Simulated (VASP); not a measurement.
A run of VASP 6.6.1 is set up as follows.

Contents of INCAR:

```
PREC = Accurate
ENCUT = 520
EDIFF = 1E-6
ISMEAR = 0
SIGMA = 0.15
LREAL = F
LASPH = T
NELM = 80
ALGO = Normal
ISIF = 2
LWAVE = F
LCHARG = F
GGA = PE
NBANDS = 15
```

KPOINTS

```
regular mesh
0
Gamma
  20 20 20
```

The input POSCAR:

```
TaN
1.0
    0.2727980694      2.3228837609      2.3228837609
    2.3228837609      0.2727980694      2.3228837609
    2.3228837609      2.3228837609      0.2727980694
Ta N
1 1
Direct
    0.5000000000      0.5000000000      0.5000000000
    0.0000000000      0.0000000000      0.0000000000
```

Potentials or basis: VASP PAW PBE potentials, release 64 (Ta_pv, N).

Run with:

```sh
$ cat potpaw_PBE.64/Ta_pv/POTCAR potpaw_PBE.64/N/POTCAR > POTCAR
$ mpirun -np 1 vasp_std > vasp.out
```

(1) What does it give for the band gap on the k mesh?

(2) Estimate the pressure.

Results:

(1) zero (band 8 reaches 10.49 eV, above the bottom of band 9 at 8.23 eV).

(2) 17.5 GPa.

Caveat: spin-orbit coupling is left out, which moves the levels of the heavy elements.
